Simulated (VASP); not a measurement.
# Al6O in VASP: notebook

Al6O is run at these levels: PBE; tasks: single point.

All numbers are computed with VASP 6.6.1; they aren't measurements. Logs are shortened: lines on timing, memory, paths and dates and some standing lists are left out, and cuts for length are marked.

## Step 1: The cell of the first run

The cell holds a slab with vacuum, 14 atoms: a = 5.714 Å, b = 5.714 Å, c = 22.175 Å, α = 90.00°, β = 90.00°, γ = 90.00°.

## Step 2: Single point, PBE, collinear spin, ferromagnetic start

File INCAR:

```
PREC     = Accurate       # precision mode
ENCUT    = 520            # plane-wave cutoff, eV
EDIFF    = 1E-6           # SCF threshold, eV
ISMEAR   = 0              # smearing method
SIGMA    = 0.1            # smearing width, eV
LREAL    = F              # projectors in reciprocal space
LASPH    = T              # aspherical terms in the spheres
NELM     = 200            # most SCF steps
ALGO     = Normal         # electronic algorithm
ISIF     = 2              # what is computed and relaxed
LWAVE    = F              # write WAVECAR
LCHARG   = F              # write CHGCAR
ISPIN    = 2              # spin polarisation
MAGMOM   = 0 0 0 0 0 0 0 0 0 0 0 0 1 1 # initial moments
LORBIT   = 11             # projections on sites
LDIPOL   = T            
IDIPOL   = 3            
DIPOL    = 0.5 0.5 0.307
GGA      = PE             # functional
NBANDS   = 41             # bands
GGA_COMPAT= F            
NELMDL   = -8
```

File KPOINTS:

```
Automatic mesh
0
Gamma
  5 5 1
```

File POSCAR:

```
Al6O
1.0
    5.7135165838      0.0000000000      0.0000000000
    0.0000000000      5.7135165838      0.0000000000
    0.0000000000      0.0000000000     22.1746954225
Al O
12 2
Direct
    0.2500000000      0.2500000000      0.1803857922
    0.2500000000      0.7500000000      0.1803857922
    0.7500000000      0.2500000000      0.1803857922
    0.7500000000      0.7500000000      0.1803857922
    0.0000000000      0.0000000000      0.2744050915
    0.0000000000      0.5000000000      0.2744050915
    0.5000000000      0.0000000000      0.2744050915
    0.5000000000      0.5000000000      0.2744050915
    0.2500000000      0.2500000000      0.3686497274
    0.2500000000      0.7500000000      0.3686497274
    0.7500000000      0.2500000000      0.3686497274
    0.7500000000      0.7500000000      0.3686497274
    0.1275710213      0.2500000000      0.5039390715
    0.3724289787      0.2500000000      0.5039390715
```

Potentials or basis: VASP PAW PBE potentials, release 64 (Al, O).

Command:

```console
> cat potpaw_PBE.64/Al/POTCAR potpaw_PBE.64/O/POTCAR > POTCAR
> mpirun -np 1 vasp_std > vasp.out
```

OUTCAR:

```text
PREC = Accurate
   ENCUT = 520
   EDIFF = 1E-6
   ISMEAR = 0
   LREAL = F
   LASPH = T
   NELM = 200
   ISIF = 2
   ISPIN = 2
   LORBIT = 11
   GGA = PE
   NELMDL = -8

 ion  position               nearest neighbor table
   1  0.250  0.250  0.180-   2 2.86   3 2.86   2 2.86   3 2.86   7 2.90   8 2.90   5 2.90   6 2.90

   2  0.250  0.750  0.180-   1 2.86   4 2.86   1 2.86   4 2.86   7 2.90   8 2.90   5 2.90   6 2.90

   3  0.750  0.250  0.180-   1 2.86   4 2.86   4 2.86   1 2.86   7 2.90   8 2.90   5 2.90   6 2.90
[... 15 lines left out ...]
  11  0.750  0.250  0.369-   9 2.86  12 2.86  12 2.86   9 2.86   5 2.91   6 2.91   7 2.91   8 2.91

  12  0.750  0.750  0.369-  10 2.86  11 2.86  11 2.86  10 2.86   5 2.91   6 2.91   7 2.91   8 2.91

  13  0.128  0.250  0.504-  14 1.40
  14  0.372  0.250  0.504-  13 1.40

  LATTYP: Found a simple tetragonal cell.
 ALAT       =     5.7135165838
 C/A-ratio  =     3.8810940858

  Lattice vectors:

 A1 = (   5.7135165838,   0.0000000000,   0.0000000000)
 A2 = (   0.0000000000,   5.7135165838,   0.0000000000)
 A3 = (   0.0000000000,   0.0000000000,  22.1746954225)

Analysis of symmetry for initial positions (statically):
=====================================================================
 Subroutine PRICEL returns:
 Original cell was already a primitive cell.

 Routine SETGRP: Setting up the symmetry group for a
 simple tetragonal supercell.

 Subroutine GETGRP returns: Found  4 space group operations
 (whereof  1 operations were pure point group operations)
 out of a pool of 16 trial point group operations.

The static configuration has the point symmetry C_1 .
 The point group associated with its full space group is C_2v.

Analysis of symmetry for dynamics (positions and initial velocities):
=====================================================================
 Subroutine PRICEL returns:
 Original cell was already a primitive cell.

 Routine SETGRP: Setting up the symmetry group for a
 simple tetragonal supercell.

 Subroutine GETGRP returns: Found  4 space group operations
 (whereof  1 operations were pure point group operations)
 out of a pool of 16 trial point group operations.

The dynamic configuration has the point symmetry C_1 .
 The point group associated with its full space group is C_2v.

Analysis of structural, dynamic, and magnetic symmetry:
[... 537 lines left out ...]
      1     -23.5100      1.00000
      2     -15.3049      1.00000
      3     -11.3933      1.00000
      4      -9.2910      1.00000
      5      -7.3916      1.00000
      6      -7.0066      1.00000
[... 340 lines left out ...]
     35       1.7137      0.00000
     36       1.7370      0.00000
 [bands above 36 left out]

------------------------ aborting loop because EDIFF is reached ----------------------------------------

 vacuum level on the upper side and lower side of the slab       (xc-potential included)         0.453        -1.084

  FORCE on cell =-STRESS in cart. coord.  units (eV):
  Direction    XX          YY          ZZ          XY          YZ          ZX
  --------------------------------------------------------------------------------------
  -------------------------------------------------------------------------------------
  Total      -14.6104605     -7.7154103     -0.9556740      0.0000000      0.0000000      0.0000000
  in kB      -32.3377529    -17.0767398     -2.1152208      0.0000000      0.0000000      0.0000000
  external PRESSURE =     -17.1765711 kB  Pullay stress =       0.0000000 kB

 VOLUME and BASIS-vectors are now :
 -----------------------------------------------------------------------------
  energy-cutoff  :      520.00
  volume of cell :      723.88
      direct lattice vectors                 reciprocal lattice vectors
     5.713516584  0.000000000  0.000000000     0.175023558  0.000000000  0.000000000
     0.000000000  5.713516584  0.000000000     0.000000000  0.175023558  0.000000000
     0.000000000  0.000000000 22.174695423     0.000000000  0.000000000  0.045096448

 POSITION                                       TOTAL-FORCE (eV/Angst)
 -----------------------------------------------------------------------------------
      1.42838      1.42838      4.00000         0.000000      0.000000      0.038415
      1.42838      4.28514      4.00000         0.000000      0.000000      0.011864
      4.28514      1.42838      4.00000         0.000000      0.000000      0.016001
      4.28514      4.28514      4.00000         0.000000      0.000000      0.013972
      0.00000      0.00000      6.08485        -0.008395     -0.009547     -0.008413
      0.00000      2.85676      6.08485        -0.008395      0.009547     -0.008413
      2.85676      0.00000      6.08485         0.008395     -0.009547     -0.008413
      2.85676      2.85676      6.08485         0.008395      0.009547     -0.008413
      1.42838      1.42838      8.17470         0.000000      0.000000      0.158667
      1.42838      4.28514      8.17470         0.000000      0.000000     -0.024947
      4.28514      1.42838      8.17470         0.000000      0.000000      0.037256
      4.28514      4.28514      8.17470         0.000000      0.000000     -0.005988
      0.72888      1.42838     11.17470         5.051593      0.000000     -0.105795
      2.12788      1.42838     11.17470        -5.051593      0.000000     -0.105795
 -----------------------------------------------------------------------------------
    total drift:                                0.000000     -0.000000     -0.000295

  FREE ENERGIE OF THE ION-ELECTRON SYSTEM (eV)
  ---------------------------------------------------
  free  energy   TOTEN  =       -50.6925433045 eV

  energy  without entropy=      -50.6513952599  energy(sigma->0) =      -50.67196928

 vacuum level on the upper side and lower side of the slab         4.354         2.866

 total charge

# of ion       s       p       d       tot
------------------------------------------
    1        0.476   0.283   0.000   0.759
    2        0.475   0.284   0.000   0.759
    3        0.475   0.284   0.000   0.759
    4        0.476   0.284   0.000   0.759
    5        0.429   0.333   0.000   0.762
    6        0.429   0.333   0.000   0.762
    7        0.429   0.333   0.000   0.762
    8        0.429   0.333   0.000   0.762
    9        0.478   0.271   0.000   0.749
   10        0.478   0.280   0.000   0.758
   11        0.477   0.278   0.000   0.755
   12        0.478   0.280   0.000   0.758
   13        1.611   3.130   0.000   4.741
   14        1.611   3.130   0.000   4.741
--------------------------------------------------
tot          8.751   9.835   0.000  18.585

 magnetization (x)

# of ion       s       p       d       tot
------------------------------------------
    1        0.002   0.001   0.000   0.003
    2        0.001  -0.001   0.000  -0.000
    3        0.000  -0.002   0.000  -0.001
    4        0.001   0.001   0.000   0.001
    5       -0.001   0.001   0.000  -0.000
    6       -0.001   0.001   0.000  -0.000
    7       -0.001   0.001   0.000  -0.000
    8       -0.001   0.001   0.000  -0.000
    9        0.001  -0.002   0.000  -0.001
   10        0.000   0.000   0.000   0.001
   11        0.004  -0.002   0.000   0.002
   12       -0.000   0.000   0.000   0.000
   13        0.009   0.691   0.000   0.700
   14        0.009   0.691   0.000   0.700
--------------------------------------------------
tot          0.021   1.381   0.000   1.402
```

stdout:

```text
POSCAR found type information on POSCAR AlO
 POSCAR found :  2 types and      14 ions
 scaLAPACK will be used
 LDA part: xc-table for (Slater+PW92), standard interpolation
 POSCAR, INCAR and KPOINTS ok, starting setup
 FFT: planning ... GRIDC
 FFT: planning ... GRID_SOFT
 FFT: planning ... GRID
 WAVECAR not read
 entering main loop
```

It took 38 min on 1 thread of Intel Xeon 8259CL, shared host; peak memory 1.1 GiB.

What came out:

```yaml
Free_energy: -50.6925 eV
Largest_force: 5.053 eV/Å
Net_moment: 1.68 μB per cell
Site_moments: Al +0.00, -0.00 (each value once); O +0.70 μB
Valence_electrons_inside_the_program's_atomic_spheres: Al 0.76, 0.75 (each value once); O 4.74
```

Forces in eV/Å, atoms in the order of the input:
```
Al   0.000  0.000  0.038
Al   0.000  0.000  0.012
Al   0.000  0.000  0.016
Al   0.000  0.000  0.014
Al  -0.008 -0.010 -0.008
Al  -0.008  0.010 -0.008
Al   0.008 -0.010 -0.008
Al   0.008  0.010 -0.008
Al   0.000  0.000  0.159
Al   0.000  0.000 -0.025
Al   0.000  0.000  0.037
Al   0.000  0.000 -0.006
O    5.052  0.000 -0.106
O   -5.052  0.000 -0.106
```

## Step 3: Single point, PBE, collinear spin, ferromagnetic start

File INCAR:

```
  ALGO = Normal
  DIPOL = 0.5 0.5 0.299
  EDIFF = 1E-6
  ENCUT = 520
  GGA = PE
  GGA_COMPAT = F
  IDIPOL = 3
  ISIF = 2
  ISMEAR = 0
  ISPIN = 2
  LASPH = T
  LCHARG = F
  LDIPOL = T
  LORBIT = 11
  LREAL = F
  LWAVE = F
  MAGMOM = 0 0 0 0 0 0 0 0 0 0 0 0 1 1
  NBANDS = 41
  NELM = 200
  NELMDL = -8
  PREC = Accurate
  SIGMA = 0.1
```

File KPOINTS:

```
k-points
0
Gamma
  5 5 1
```

Changes to POSCAR since step 2:

```diff
@@ -20,3 +20,3 @@
     0.7500000000      0.7500000000      0.3686497274
-    0.1275710213      0.2500000000      0.5039390715
-    0.3724289787      0.2500000000      0.5039390715
+    0.0771642367      0.2500000000      0.4480194759
+    0.4228357633      0.2500000000      0.4480194759
```

Potentials or basis: VASP PAW PBE potentials, release 64 (Al, O).

Command:

```console
> cat potpaw_PBE.64/Al/POTCAR potpaw_PBE.64/O/POTCAR > POTCAR
> mpirun -np 1 vasp_std > vasp.out
```

OUTCAR:

```text
EDIFF = 1E-6
   ENCUT = 520
   GGA = PE
   ISIF = 2
   ISMEAR = 0
   ISPIN = 2
   LASPH = T
   LORBIT = 11
   LREAL = F
   NELM = 200
   NELMDL = -8
   PREC = Accurate

 ion  position               nearest neighbor table
   1  0.250  0.250  0.180-   2 2.86   3 2.86   2 2.86   3 2.86   7 2.90   8 2.90   5 2.90   6 2.90

   2  0.250  0.750  0.180-   1 2.86   4 2.86   1 2.86   4 2.86   7 2.90   8 2.90   5 2.90   6 2.90

   3  0.750  0.250  0.180-   1 2.86   4 2.86   4 2.86   1 2.86   7 2.90   8 2.90   5 2.90   6 2.90
[... 15 lines left out ...]
  11  0.750  0.250  0.369-  13 2.57  14 2.57   9 2.86  12 2.86  12 2.86   9 2.86   7 2.91   8 2.91
                             5 2.91   6 2.91
  12  0.750  0.750  0.369-  10 2.86  11 2.86  11 2.86  10 2.86   5 2.91   6 2.91   7 2.91   8 2.91

  13  0.077  0.250  0.448-   9 2.02  11 2.57
  14  0.423  0.250  0.448-   9 2.02  11 2.57

  LATTYP: Found a simple tetragonal cell.
 ALAT       =     5.7135165838
 C/A-ratio  =     3.8810940858

  Lattice vectors:

 A1 = (   5.7135165838,   0.0000000000,   0.0000000000)
 A2 = (   0.0000000000,   5.7135165838,   0.0000000000)
 A3 = (   0.0000000000,   0.0000000000,  22.1746954225)
[... 945 lines left out ...]
      4.28514      4.28514      4.00000         0.000000      0.000000      0.012009
      0.00000      0.00000      6.08485         0.012023      0.076626      0.040679
      0.00000      2.85676      6.08485         0.012023     -0.076626      0.040679
      2.85676      0.00000      6.08485        -0.012023      0.076626      0.040679
      2.85676      2.85676      6.08485        -0.012023     -0.076626      0.040679
      1.42838      1.42838      8.17470         0.000000      0.000000      3.571067
      1.42838      4.28514      8.17470         0.000000      0.000000      0.104557
      4.28514      1.42838      8.17470         0.000000      0.000000      1.713397
      4.28514      4.28514      8.17470         0.000000      0.000000      0.115811
      0.44088      1.42838      9.93470         0.286516      0.000000     -2.999154
      2.41588      1.42838      9.93470        -0.286516      0.000000     -2.999154
 -----------------------------------------------------------------------------------
    total drift:                               -0.000000     -0.000000     -0.000205

  FREE ENERGIE OF THE ION-ELECTRON SYSTEM (eV)
  ---------------------------------------------------
  free  energy   TOTEN  =       -52.0367418527 eV

  energy  without entropy=      -52.0057755404  energy(sigma->0) =      -52.02125870

 vacuum level on the upper side and lower side of the slab         5.356         2.508

 total charge

# of ion       s       p       d       tot
------------------------------------------
    1        0.467   0.289   0.000   0.757
    2        0.477   0.281   0.000   0.757
    3        0.469   0.288   0.000   0.756
    4        0.474   0.285   0.000   0.758
    5        0.430   0.331   0.000   0.761
    6        0.430   0.331   0.000   0.761
    7        0.430   0.331   0.000   0.761
    8        0.430   0.331   0.000   0.761
    9        0.383   0.326   0.000   0.709
   10        0.492   0.260   0.000   0.753
   11        0.451   0.256   0.000   0.708
   12        0.481   0.272   0.000   0.753
   13        1.612   3.125   0.000   4.736
   14        1.612   3.125   0.000   4.736
--------------------------------------------------
tot          8.638   9.830   0.000  18.467

 magnetization (x)

# of ion       s       p       d       tot
------------------------------------------
    1        0.000   0.000   0.000   0.000
    2       -0.000   0.000   0.000  -0.000
    3        0.000   0.000   0.000   0.000
    4        0.000   0.000   0.000   0.000
    5        0.000   0.000   0.000   0.000
    6        0.000   0.000   0.000   0.000
    7        0.000   0.000   0.000   0.000
    8        0.000   0.000   0.000   0.000
    9        0.000   0.000   0.000   0.000
   10        0.000   0.000   0.000   0.000
   11       -0.000   0.000   0.000   0.000
   12        0.000   0.000   0.000   0.000
   13       -0.000  -0.000   0.000  -0.000
   14       -0.000  -0.000   0.000  -0.000
--------------------------------------------------
tot          0.000  -0.000   0.000  -0.000
```

Run time: 41 min. Hardware: 1 thread of Intel Xeon 8259CL, shared host; peak memory 1.1 GiB.

Results:

```
Free energy                                           : -52.0367 eV
Largest force                                         : 3.571 eV/Å
Band gap on the k mesh                                : zero (filled and empty bands overlap)
Net moment                                            : 0.00 μB per cell
Valence electrons inside the program's atomic spheres : Al 0.76, 0.71, 0.75 (each value once); O 4.74
```

Forces in eV/Å, atoms in the order of the input:
```
Al   0.000  0.000  0.120
Al   0.000  0.000  0.129
Al   0.000  0.000  0.069
Al   0.000  0.000  0.012
Al   0.012  0.077  0.041
Al   0.012 -0.077  0.041
Al  -0.012  0.077  0.041
Al  -0.012 -0.077  0.041
Al   0.000  0.000  3.571
Al   0.000  0.000  0.105
Al   0.000  0.000  1.713
Al   0.000  0.000  0.116
O    0.287  0.000 -2.999
O   -0.287  0.000 -2.999
```

## Step 4: Single point, PBE, collinear spin, ferromagnetic start

File INCAR:

```
ALGO = Normal ; DIPOL = 0.5 0.5 0.297
EDIFF = 1E-6 ; ENCUT = 520
GGA = PE ; GGA_COMPAT = False
IDIPOL = 3 ; ISIF = 2
ISMEAR = 0 ; ISPIN = 2
LASPH = True ; LCHARG = False
LDIPOL = True ; LORBIT = 11
LREAL = False ; LWAVE = False
MAGMOM = 0 0 0 0 0 0 0 0 0 0 0 0 1 1 ; NBANDS = 41
NELM = 200 ; NELMDL = -8
PREC = Accurate ; SIGMA = 0.1
```

KPOINTS is that of step 3.

Changes to POSCAR since step 3:

```diff
@@ -20,3 +20,3 @@
     0.7500000000      0.7500000000      0.3686497274
-    0.0771642367      0.2500000000      0.4480194759
-    0.4228357633      0.2500000000      0.4480194759
+    0.0461850670      0.2500000000      0.4335886126
+    0.4538149330      0.2500000000      0.4335886126
```

Command:

```console
> cat potpaw_PBE.64/Al/POTCAR potpaw_PBE.64/O/POTCAR > POTCAR
> mpirun -np 1 vasp_std > vasp.out
```

Run time: 46 min. Hardware: 1 thread of AMD EPYC 7R13, shared host; peak memory 1 GiB.

It converged, with:

- Free energy: -54.7742 eV
- Largest force: 4.746 eV/Å
- Band gap on the k mesh: zero (filled and empty bands overlap)
- Net moment: 0.00 μB per cell
- Valence electrons inside the program's atomic spheres: Al 0.76, 0.75, 0.68 (each value once); O 4.85

Forces in eV/Å, atoms in the order of the input:
```
Al   0.000  0.000  0.003
Al   0.000  0.000  0.119
Al   0.000  0.000  0.034
Al   0.000  0.000  0.140
Al  -0.003  0.070 -0.036
Al  -0.003 -0.070 -0.036
Al   0.003  0.070 -0.036
Al   0.003 -0.070 -0.036
Al   0.000  0.000  3.568
Al   0.000  0.000  0.172
Al   0.000  0.000  3.933
Al   0.000  0.000  0.064
O   -2.640  0.000 -3.945
O    2.640  0.000 -3.945
```

Levels at points of the mesh, in eV from the Fermi level:
Spin up:
```tsv
k point	band 22	band 23	band 24	band 25	band 26	band 27
(0.00, 0.00, 0.00)	-0.72	-0.20	-0.13	-0.12	0.05	0.07
```
Spin down:
```csv
k point,band 20,band 21,band 22,band 23,band 24,band 25,band 26,band 27,band 28,band 29
"(0.00, 0.00, 0.00)",-1.25,-1.12,-0.72,-0.20,-0.13,-0.12,0.05,0.07,0.88,0.89
```

## Step 5: Overview

| cell | gap on the mesh (eV) | moment (μB) | largest force (eV/Å) |
| --- | --- | --- | --- |
| as given, atomic positions A | none | 1.68 | 5.05 |
| as given, atomic positions B | none | 0.00 | 3.57 |
| as given, atomic positions C | none | 0.00 | 4.75 |

Alike in all rows: task single point; level PBE; potentials or basis VASP PAW PBE potentials, release 64 (Al, O); spin collinear, ferromagnetic start; k mesh 5 × 5 × 1; cutoff (eV) 520; smearing gaussian 0.1 eV.

Absolute energies hang on the potentials; compare differences alone.
